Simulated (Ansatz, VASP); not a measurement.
**I: VASP beside Ansatz**

POSCAR

```
I
1.0
    3.5608297907     -2.3461283221      0.0000000000
    3.5608297907      2.3461283221      0.0000000000
    0.0000000000      0.0000000000      9.5935177805
I
4
Direct
    0.6493000000      0.3507000000      0.3844000000
    0.1493000000      0.8507000000      0.1156000000
    0.3507000000      0.6493000000      0.6156000000
    0.8507000000      0.1493000000      0.8844000000
```

The input INCAR.step1:

```
SYSTEM = I
PREC = Accurate
ENCUT = 520
ISMEAR = -1
SIGMA = 0.05
LREAL = .FALSE.
LASPH = .TRUE.
NELM = 100
NBANDS = 22
GGA = PE
ALGO = Normal
EDIFF = 1E-4
LWAVE = .TRUE.
LCHARG = .FALSE.
```

INCAR.step2

```
SYSTEM = I
PREC = Accurate
ENCUT = 520
EDIFF = 1E-6
ISMEAR = -1
SIGMA = 0.05
LREAL = .FALSE.
LASPH = .TRUE.
NELM = 100
ALGO = Normal
ISIF = 2
LWAVE = .FALSE.
LCHARG = .FALSE.
METAGGA = R2SCAN
LMIXTAU = .TRUE.
NBANDS = 22
ISTART = 1
```

File KPOINTS:

```
regular mesh
0
G
  7 7 3
  0 0 0
```

File input.yaml:

```yaml
crystal:
  lattice:
    - [3.5608297907, -2.3461283221, 0.0]
    - [3.5608297907, 2.3461283221, 0.0]
    - [0.0, 0.0, 9.5935177805]
  atoms:
    - { symbol: I, position: [0.6493, 0.3507, 0.3844] }
    - { symbol: I, position: [0.1493, 0.8507, 0.1156] }
    - { symbol: I, position: [0.3507, 0.6493, 0.6156] }
    - { symbol: I, position: [0.8507, 0.1493, 0.8844] }
hamiltonian:
  xc: r2scan
  pseudopotentials: { kind: paw }
kpoints:
  mp_grid: { grid: [7, 7, 3] }
scf:
  occupations: { method: fermi_dirac, width: 0.05 }
output:
  forces: true
  stress: true
  eigenvalues: true
```

Alike in both runs: task single point; functional r2SCAN; k mesh 7 × 7 × 3; occupations fermi-dirac, width 0.05 eV; no spin polarisation.

|  | VASP | Ansatz |
| --- | --- | --- |
| version | VASP 6.6.1 | Ansatz 0.2.0 |
| potentials or method | VASP PAW PBE potentials, release 64 (I) | Ansatz PAW |
| plane-wave cutoff (eV) | 520 | 500 |
| valence electrons in the cell | 28 | 68 |

```csv
,VASP,Ansatz,Ansatz less VASP
gap on the k mesh at the Fermi level (eV),1.72,1.73,+0.007
least direct gap on the mesh (eV),1.85,1.86,+0.012
pressure (GPa),3.3,3.3,+0.07
"traceless stress, the component that is largest in VASP (GPa)",2.50,2.55,+0.051
rms of the force components (eV/Å),0.709,0.719,+0.0099
```

VASP's potentials were made for PBE, not for r2SCAN. Atom by atom the forces differ by 0.010 eV/Å (rms over components). The functional is the same, so the differences come from potentials, cutoffs and numerics. VASP's potentials hold 28 valence electrons a cell and Ansatz's 68, so a difference there can come from the potentials and not from the codes.

Spin-orbit coupling is off throughout. Noted on Ansatz's run: odd divisions of the mesh miss points on the zone boundary, where band edges often lie, so the gap on the mesh can be too wide.
